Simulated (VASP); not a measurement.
Crystal: SnS.

```
CELL_PARAMETERS angstrom
11.20000 0.00000 0.00000
0.00000 3.98700 0.00000
0.00000 0.00000 4.33400
ATOMIC_POSITIONS crystal
Sn 0.11940 0.25000 0.11980
Sn 0.38060 0.75000 0.61980
Sn 0.61940 0.25000 0.38020
Sn 0.88060 0.75000 0.88020
S 0.85080 0.25000 0.47930
S 0.14920 0.75000 0.52070
S 0.35080 0.25000 0.02070
S 0.64920 0.75000 0.97930
```

* Program: VASP 6.6.1
* Task: relaxation of cell and atoms
* Functional: LDA
* Potentials or basis: VASP PAW LDA potentials, release 64 (Sn_d, S)
* Cutoff: 500 eV
* k mesh: 2 × 5 × 5
* Occupations: gaussian, width 0.01 eV
* Spin: no spin polarisation

At the start: pressure -2.4 GPa; volume 24.19 Å³/atom.

Question: Where does the relaxation end?

Answer: Over 8 steps the energy falls by 10.4 meV/atom and the volume is 22.74 Å³/atom (-6.0 %); space group Pnma (No. 62, to 0.1 Å) before and after.

The path:
| step | energy change (eV) | largest force (eV/Å) | pressure (GPa) | volume (Å³) |
| --- | --- | --- | --- | --- |
| 1 | 0.0000 | 0.0561 | -2.35 | 193.53 |
| 2 | -0.0459 | 0.3166 | 0.96 | 183.76 |
| 3 | -0.0543 | 0.2087 | -0.04 | 186.43 |
| 4 | -0.0655 | 0.1561 | -0.04 | 185.45 |
| 5 | -0.0783 | 0.0551 | 0.08 | 182.52 |
| 6 | -0.0824 | 0.0561 | -0.06 | 182.08 |
| 7 | -0.0826 | 0.0485 | -0.04 | 182.16 |
| 8 | -0.0836 | 0.0169 | 0.10 | 181.92 |

Final structure:
```yaml
crystal:
  lattice:
    - [10.96774, 0.00000, 0.00000]
    - [0.00000, 3.93707, 0.00000]
    - [0.00000, 0.00000, 4.21306]
  atoms:
    - { symbol: Sn, position: [0.11659, 0.25000, 0.11417] }
    - { symbol: Sn, position: [0.38341, 0.75000, 0.61417] }
    - { symbol: Sn, position: [0.61659, 0.25000, 0.38583] }
    - { symbol: Sn, position: [0.88341, 0.75000, 0.88583] }
    - { symbol: S, position: [0.85306, 0.25000, 0.47411] }
    - { symbol: S, position: [0.14694, 0.75000, 0.52589] }
    - { symbol: S, position: [0.35306, 0.25000, 0.02589] }
    - { symbol: S, position: [0.64694, 0.75000, 0.97411] }
```
